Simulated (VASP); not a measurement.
Runs of VASP 6.6.1 on Hf2H3. The structure is that of space group P6/mmm (No. 191), or close to it. The cells are those of the table. 

```tsv
task	cell	k mesh	cutoff (eV)	gap on the mesh (eV)	pressure (GPa)	relaxed volume (Å³/atom)	largest force (eV/Å)
relaxation of cell and atoms	relaxed from a = 4.266, b = 4.266, c = 3.963 Å, angles 90.0, 90.0, 120.0°, 5 atoms	6 × 6 × 4	600	none	-0.1	(a)	0.02
single point	a = 5.071, b = 5.071, c = 2.991 Å, angles 90.0, 90.0, 120.0°, 5 atoms	6 × 6 × 4	520	none	-0.1	-	-
single point	a = 5.181, b = 5.181, c = 2.909 Å, angles 90.0, 90.0, 120.0°, 5 atoms	12 × 12 × 14	520	none	-0.3	-	-
single point	a = 4.266, b = 4.266, c = 3.963 Å, angles 90.0, 90.0, 120.0°, 5 atoms	6 × 6 × 4	520	none	14.1	-	1.20
relaxation of cell and atoms	relaxed from a = 5.071, b = 5.071, c = 2.991 Å, angles 90.0, 90.0, 120.0°, 5 atoms	6 × 6 × 6	600	none	0.0	(b)	0.01
relaxation of cell and atoms	relaxed from a = 5.238, b = 5.238, c = 2.880 Å, angles 90.0, 90.0, 120.0°, 5 atoms	12 × 12 × 14	600	none	0.0	13.45	-
single point	a = 5.238, b = 5.238, c = 2.880 Å, angles 90.0, 90.0, 120.0°, 5 atoms	6 × 6 × 6	520	none	-0.3	-	0.01
```

Alike in all rows: level PBE; potentials or basis VASP PAW PBE potentials, release 64 (Hf_pv, H); no spin polarisation; smearing gaussian 0.1 eV.

Problem. Estimate the missing entries.

Solution. (a) 13.29; (b) 13.63.

Caveats: some runs use coarse meshes; spin-orbit coupling is left out, which moves the levels of the heavy elements; forces of over 1 eV/Å act on the atoms, so gaps and moduli don't describe the material at rest (some runs).

A k mesh can miss the band edges, and the runs leave out spin-orbit coupling on Hf.

A gap of «none» marks levels without a gap at the run's occupations.
